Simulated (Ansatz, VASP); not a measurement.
# One calculation of MgO, two programs

```
Mg O
1.0
     0.00000    2.12712    2.12712
     2.12712    0.00000    2.12712
     2.12712    2.12712    0.00000
Mg O
1 1
Direct
  0.00000 0.00000 0.00000
  0.50000 0.50000 0.50000
```

Alike in both runs: functional PBE; k mesh 10 × 10 × 10; occupations gaussian, width 0.02 eV; no spin polarisation.

Ansatz relaxed the structure, and its values are those at the end. VASP's run is a single point on that final structure, the one shown.

|  | VASP | Ansatz |
| --- | --- | --- |
| version | VASP 6.6.1 | Ansatz 0.2.0 |
| potentials or method | VASP PAW PBE potentials, release 64 (Mg, O), cutoff 600 eV | scalar-relativistic, all-electron LAPW |

```tsv
	VASP	Ansatz	Ansatz less VASP
gap on the k mesh at the Fermi level (eV)	4.44	4.45	+0.011
least direct gap on the mesh (eV)	4.44	4.45	+0.011
pressure (GPa)	-1.1	0.0	+1.09
```

Ansatz ran all-electron here, and VASP with PAW potentials.
